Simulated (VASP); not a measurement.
RbRe2:

```
Rb Re
1.0
     4.11348    0.00000    0.00000
    -2.05674    3.56238    0.00000
     0.00000    0.00000    6.22048
Rb Re
1 2
Cartesian
  0.0000 0.0000 0.0000
  0.0000 2.3749 3.1102
  2.0567 1.1875 3.1102
```

```yaml
Program: VASP 6.6.1
Task: relaxation of cell and atoms
Functional: PBE
Potentials_or_basis: VASP PAW PBE potentials, release 64 (Rb_sv, Re)
Cutoff: 600 eV
k_mesh: 12 × 12 × 8
Occupations: gaussian, width 0.1 eV
Spin: no spin polarisation
```

At the start: pressure -0.8 GPa; volume 30.38 Å³/atom.

**Question.** How do energy, volume and symmetry change on relaxing?

**Answer.** Over 13 steps the energy falls by 2.8 meV/atom and the volume is 30.31 Å³/atom (-0.3 %); space group P6/mmm (No. 191, to 0.1 Å) before and after.

The path:
```
step  energy change (eV)  largest force (eV/Å)  pressure (GPa)  volume (Å³)
   1              0.0000                0.0000           -0.85        91.15
   2              0.0185                0.0000            1.65        89.04
   3              0.0224                0.0000            0.30        90.27
   4             -0.0073                0.0000            0.04        90.36
   5             -0.0074                0.0000            0.10        90.31
   6             -0.0074                0.0000            0.09        90.29
   7             -0.0081                0.0000            0.05        90.57
   8             -0.0084                0.0000           -0.08        91.07
   9             -0.0084                0.0000           -0.08        91.01
  10             -0.0084                0.0000           -0.04        90.95
  11             -0.0084                0.0000           -0.07        90.99
  12             -0.0084                0.0000            0.14        90.80
  13             -0.0085                0.0000            0.02        90.92
```

Final structure:
```
Rb Re
1.0
     4.08848    0.00000    0.00000
    -2.04424    3.54073    0.00000
     0.00000    0.00000    6.28091
Rb Re
1 2
Direct
  0.00000 0.00000 0.00000
  0.33333 0.66667 0.50000
  0.66667 0.33333 0.50000
```
